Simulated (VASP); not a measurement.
# S (Im-3m) in VASP: a series of runs

S is run at these levels: PBE; tasks: single point, relaxation of cell and atoms.

Program: VASP 6.6.1. These are calculated values, not measurements. Logs are shortened: lines on timing, memory, paths and dates and some standing lists are left out, and cuts for length are marked.

## Step 1: The cell of the first run

The structure is cubic, space group Im-3m (No. 229). The conventional cell has a = 2.532 Å, b = 2.532 Å, c = 2.532 Å, α = 90.00°, β = 90.00°, γ = 90.00°. Within 2.9 Å of S (site symmetry m-3m) lie 14 S at 2.19 to 2.53 Å.

## Step 2: Single point, PBE

Contents of INCAR:

```
PREC     = Accurate       # precision mode
ENCUT    = 520            # plane-wave cutoff, eV
EDIFF    = 1E-7           # SCF threshold, eV
ISMEAR   = -1             # smearing method
SIGMA    = 0.08           # smearing width, eV
LREAL    = F              # projectors in reciprocal space
LASPH    = T              # aspherical terms in the spheres
NELM     = 60             # most SCF steps
ALGO     = Normal         # electronic algorithm
ISIF     = 2              # what is computed and relaxed
LWAVE    = F              # write WAVECAR
LCHARG   = F              # write CHGCAR
GGA      = PE             # functional
NBANDS   = 9              # bands
```

Contents of KPOINTS:

```
Automatic mesh
0
Gamma
  21 21 21
```

Contents of POSCAR:

```
S
1.0
   -1.2661663002      1.2661663002      1.2661663002
    1.2661663002     -1.2661663002      1.2661663002
    1.2661663002      1.2661663002     -1.2661663002
S
1
Direct
    0.0000000000      0.0000000000      0.0000000000
```

Potentials or basis: VASP PAW PBE potentials, release 64 (S).

Started as:

```console
cat potpaw_PBE.64/S/POTCAR > POTCAR
mpirun -np 1 vasp_std > vasp.out
```

OUTCAR:

```text
PREC = Accurate
   ENCUT = 520
   EDIFF = 1E-7
   ISMEAR = -1
   LREAL = F
   LASPH = T
   NELM = 60
   ISIF = 2
   GGA = PE

 ion  position               nearest neighbor table
   1  0.000  0.000  0.000-

  LATTYP: Found a body centered cubic cell.
 ALAT       =     2.5323326004

  Lattice vectors:

 A1 = (  -1.2661663002,   1.2661663002,   1.2661663002)
 A2 = (   1.2661663002,  -1.2661663002,   1.2661663002)
 A3 = (   1.2661663002,   1.2661663002,  -1.2661663002)

Analysis of symmetry for initial positions (statically):
=====================================================================
 Subroutine PRICEL returns:
 Original cell was already a primitive cell.

 Routine SETGRP: Setting up the symmetry group for a
 body centered cubic supercell.

 Subroutine GETGRP returns: Found 48 space group operations
 (whereof 48 operations were pure point group operations)
 out of a pool of 48 trial point group operations.

The static configuration has the point symmetry O_h .

Analysis of symmetry for dynamics (positions and initial velocities):
=====================================================================
 Subroutine PRICEL returns:
 Original cell was already a primitive cell.

 Routine SETGRP: Setting up the symmetry group for a
 body centered cubic supercell.

 Subroutine GETGRP returns: Found 48 space group operations
 (whereof 48 operations were pure point group operations)
 out of a pool of 48 trial point group operations.

The dynamic configuration has the point symmetry O_h .

 Subroutine INISYM returns: Found 48 space group operations
 (whereof 48 operations are pure point group operations),
 and found     1 'primitive' translations

----------------------------------------------------------------------------------------

                                     Primitive cell

  volume of cell :       8.1196

  direct lattice vectors                    reciprocal lattice vectors
    -1.266166300  1.266166300  1.266166300     0.000000000  0.394892835  0.394892835
     1.266166300 -1.266166300  1.266166300     0.394892835  0.000000000  0.394892835
     1.266166300  1.266166300 -1.266166300     0.394892835  0.394892835  0.000000000

  length of vectors
     2.193064363  2.193064363  2.193064363     0.558462803  0.558462803  0.558462803

  position of ions in fractional coordinates (direct lattice)
     0.000000000  0.000000000  0.000000000

  ion indices of the primitive-cell ions
   primitive index   ion index
                 1           1

----------------------------------------------------------------------------------------

 KPOINTS: Automatic mesh

Automatic generation of k-mesh.
 Grid dimensions read from file:
 generate k-points for:   21   21   21

 Generating k-lattice:

  Cartesian coordinates                     Fractional coordinates (reciprocal lattice)
     0.000000000  0.018804421  0.018804421     0.047619048  0.000000000  0.000000000
     0.018804421  0.000000000  0.018804421     0.000000000  0.047619048  0.000000000
     0.018804421  0.018804421  0.000000000     0.000000000  0.000000000  0.047619048

  Length of vectors
     0.026593467  0.026593467  0.026593467

  Shift w.r.t. Gamma in fractional coordinates (k-lattice)
     0.000000000  0.000000000  0.000000000

 Subroutine IBZKPT returns following result:
 ===========================================

 Found    286 irreducible k-points:

 Following reciprocal coordinates:
            Coordinates               Weight
  0.000000  0.000000  0.000000      1.000000
  0.047619  0.000000  0.000000     12.000000
  0.095238  0.000000  0.000000     12.000000
  0.142857  0.000000  0.000000     12.000000
  0.190476  0.000000  0.000000     12.000000
  0.238095  0.000000  0.000000     12.000000
[... 16 lines left out ...]
  0.142857  0.095238 -0.000000     48.000000
  0.190476  0.095238 -0.000000     48.000000
 [... further k-points ...]
   k-points           NKPTS =    286   k-points in BZ     NKDIM =    286   number of bands    NBANDS=      9
   number of dos      NEDOS =    301   number of ions     NIONS =      1
   total plane-waves  NPLWV =   4096
   dimension x,y,z NGX =    16 NGY =   16 NGZ =   16
   dimension x,y,z NGXF=    32 NGYF=   32 NGZF=   32
   ions per type =               1
   NGX,Y,Z   is equivalent  to a cutoff of  12.13, 12.13, 12.13 a.u.
   NGXF,Y,Z  is equivalent  to a cutoff of  24.26, 24.26, 24.26 a.u.
 SYSTEM =  unknown system
   PREC   = accura    normal or accurate (medium, high low for compatibility)
   ISTART =      0    job   : 0-new  1-cont  2-samecut
   ICHARG =      2    charge: 1-file 2-atom 10-const
   ISPIN  =      1    spin polarized calculation?
   LNONCOLLINEAR =      F non collinear calculations
   LSORBIT =      F    spin-orbit coupling
   LASPH  =      T    aspherical Exc in radial PAW
   ENCUT  =  520.0 eV  38.22 Ry    6.18 a.u.   4.08  4.08  4.08*2*pi/ulx,y,z
   NELM   =     60;   NELMIN=  2; NELMDL= -5     # of ELM steps
   EDIFF  = 0.1E-06   stopping-criterion for ELM
   LREAL  =      F    real-space projection
   EDIFFG = 0.1E-05   stopping-criterion for IOM
   NSW    =      0    number of steps for IOM
   IBRION =     -1    ionic relax: 0-MD 1-quasi-New 2-CG
   NFREE  =      0    steps in history (QN), initial steepest desc. (CG)
   ISIF   =      2    stress and relaxation
   ISYM   =      2    0-nonsym 1-usesym 2-fastsym
   POTIM  = 0.5000    time-step for ionic-motion
   TEBEG  =    0.0;   TEEND  =   0.0 temperature during run
   PSTRESS=    0.0 pullay stress
   NELECT =       6.0000    total number of electrons
   NUPDOWN=      -1.0000    fix difference up-down
   EMIN   =  10.00;   EMAX   =-10.00  energy-range for DOS
   EFERMI =   0.00;   METHOD = LEGACY
   ISMEAR =    -1;   SIGMA  =   0.08  broadening in eV -4-tet -1-fermi 0-gaus
   EFERMI_NEDOS =   21; number of points for ismear=-14 and -15
   IALGO  =     38    algorithm
   IMIX   =      4    mixing-type and parameters
     AMIX     =   0.40;   BMIX     =  1.00
     AMIX_MAG =   1.60;   BMIX_MAG =  1.00
  volume/ion in A,a.u.               =       8.12        54.79
  Fermi-wavevector in a.u.,A,eV,Ry     =   1.480066  2.796920 29.804871  2.190596
  Thomas-Fermi vector in A             =   2.594146
   LORBIT       =      0    0 simple, 1 ext, 2 COOP (PROOUT), +10 PAW based schemes
   GGA     = PE    functional components
   LHFCALC =     F    Hartree Fock is set to
   AEXX    =    0.0000 exact exchange contribution
   IVDW    =     0    specifies the selected vdW correction
   LEPSILON=     F    determine dielectric tensor
   LRPA    =     F    only Hartree local field effects (RPA)
 non-spin polarized calculation
  energy-cutoff  :      520.00
  volume of cell :        8.12
 maximum number of plane-waves:       236
   NGX =  9   NGY =  9   NGZ =  9

 number of electron       5.9999998 magnetization

 Free energy of the ion-electron system (eV)
  ---------------------------------------------------
  ext. energy  EPLUGINS =         0.00000000
  ---------------------------------------------------
  free energy    TOTEN  =        -0.20423193 eV

  energy without entropy =       -0.19670972  energy(sigma->0) =       -0.20047082

 E-fermi :  20.6920     XC(G=0): -14.5329

 val. band max:       20.6912390588   @ k =  -0.3810   0.3810   0.2381
 cond. band min:      20.7272319684   @ k =  -0.3810   0.4286   0.2381
 fundamental gap:      0.0359929096
 Fermi energy:        20.6919915750

 k-point     1 :       0.0000    0.0000    0.0000
  band No.  band energies     occupation
      1      -5.8374      2.00000
      2      29.3130      0.00000
      3      29.3130      0.00000
      4      29.3130      0.00000
      5      33.1112      0.00000
      6      33.1112      0.00000
      7      33.1112      0.00000
      8      39.0095      0.00000
      9      39.0095      0.00000

 k-point     2 :       0.0476    0.0000    0.0000
  band No.  band energies     occupation
      1      -5.7376      2.00000
      2      28.3929      0.00000
      3      28.6635      0.00000
      4      29.2206      0.00000
      5      32.8058      0.00000
      6      33.5274      0.00000
      7      33.9381      0.00000
      8      38.2380      0.00000
      9      38.8905      0.00000

 k-point     3 :       0.0952    0.0000    0.0000
  band No.  band energies     occupation
      1      -5.4387      2.00000
      2      26.3375      0.00000
      3      27.4438      0.00000
      4      28.9522      0.00000
      5      32.0251      0.00000
      6      33.9515      0.00000
      7      35.6876      0.00000
      8      37.2971      0.00000
      9      38.6861      0.00000

 k-point     4 :       0.1429    0.0000    0.0000
  band No.  band energies     occupation
      1      -4.9413      2.00000
      2      23.8018      0.00000
      3      26.2012      0.00000
      4      28.5367      0.00000
      5      31.0170      0.00000
      6      33.5455      0.00000
      7      37.3872      0.00000
      8      37.8086      0.00000
      9      38.6221      0.00000
[... 205 lines left out ...]
 k-point    22 :       0.0952    0.0952    0.0000
  band No.  band energies     occupation
      1      -4.6432      2.00000
      2      23.4145      0.00000
      3      24.5949      0.00000
      4      27.2302      0.00000
      5      31.9889      0.00000
      6      34.0882      0.00000
      7      36.3269      0.00000
      8      38.0347      0.00000
      9      40.0638      0.00000

 k-point    23 :       0.1429    0.0952   -0.0000
  band No.  band energies     occupation
      1      -3.9493      2.00000
      2      21.1557      0.00606
      3      23.0637      0.00000
      4      26.3847      0.00000
      5      31.5996      0.00000
      6      33.7502      0.00000
      7      36.7774      0.00000
      8      39.3334      0.00000
      9      41.3418      0.00000

 k-point    24 :       0.1905    0.0952   -0.0000
  band No.  band energies     occupation
      1      -3.0600      2.00000
      2      18.5142      2.00000
      3      21.9530      0.00000
      4      25.5860      0.00000
      5      31.0479      0.00000
      6      33.2980      0.00000
      7      37.3338      0.00000
      8      40.8523      0.00000
      9      43.0192      0.00000

 [... further k-points ...]

------------------------ aborting loop because EDIFF is reached ----------------------------------------

  FORCE on cell =-STRESS in cart. coord.  units (eV):
  Direction    XX          YY          ZZ          XY          YZ          ZX
  --------------------------------------------------------------------------------------
  -------------------------------------------------------------------------------------
  Total       10.0166510     10.0166510     10.0166510      0.0000000     -0.0000000      0.0000000
  in kB     1976.5184911   1976.5184911   1976.5184911      0.0000000     -0.0000000      0.0000000
  external PRESSURE =    1976.5184911 kB  Pullay stress =       0.0000000 kB

 VOLUME and BASIS-vectors are now :
 -----------------------------------------------------------------------------
  energy-cutoff  :      520.00
  volume of cell :        8.12
      direct lattice vectors                 reciprocal lattice vectors
    -1.266166300  1.266166300  1.266166300     0.000000000  0.394892835  0.394892835
     1.266166300 -1.266166300  1.266166300     0.394892835  0.000000000  0.394892835
     1.266166300  1.266166300 -1.266166300     0.394892835  0.394892835  0.000000000

 POSITION                                       TOTAL-FORCE (eV/Angst)
 -----------------------------------------------------------------------------------
      0.00000      0.00000      0.00000        -0.000000      0.000000     -0.000000
 -----------------------------------------------------------------------------------
    total drift:                               -0.000000      0.000000     -0.000000

  FREE ENERGIE OF THE ION-ELECTRON SYSTEM (eV)
  ---------------------------------------------------
  free  energy   TOTEN  =        -0.2042319288 eV

  energy  without entropy=       -0.1967097157  energy(sigma->0) =       -0.20047082
```

Wall time 6.4 s (1 thread of AMD EPYC 9R45 (Zen 5), shared host); peak memory 0.09 GiB.

What came out:

- Free energy: -0.2042 eV
- Pressure: 197.7 GPa
- Band gap on the k mesh: zero (band 3 reaches 29.31 eV, above the bottom of band 4 at 11.16 eV)

Levels at points of the mesh, in eV from the Fermi level:
```tsv
k point	band 1	band 2	band 3	band 4	band 5	band 6	band 7
(0.00, 0.00, 0.00)	-26.53	8.62	8.62	8.62	12.42	12.42	12.42
```

(Part 1 of 2 ends here.)
